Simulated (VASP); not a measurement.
LiBr:

```
Li Br
1.0
     0.00000    2.73957    2.73957
     2.73957    0.00000    2.73957
     2.73957    2.73957    0.00000
Li Br
1 1
Cartesian
  0.0000 0.0000 0.0000
  2.7396 2.7396 2.7396
```

Base run:

* Program: VASP 6.6.1
* Functional: r2SCAN
* Potentials or basis: VASP PAW PBE potentials, release 64 (Li_sv, Br)
* Cutoff: 830 eV
* k mesh: 6 × 6 × 6
* Occupations: gaussian, width 0.01 eV
* Spin: no spin polarisation

Its results: band gap on the k mesh 5.93 eV; pressure -0.4 GPa.

Question: The run is repeated on the same cell with these changes: functional from r2SCAN to PBEsol; cutoff from 830 eV to 750 eV. What comes out?

Answer: Band gap on the k mesh 4.82 eV; pressure -1.0 GPa.

Caveats: the PAW data sets were made with another functional, which shifts forces and pressure a little.

A k mesh can miss the band edges.
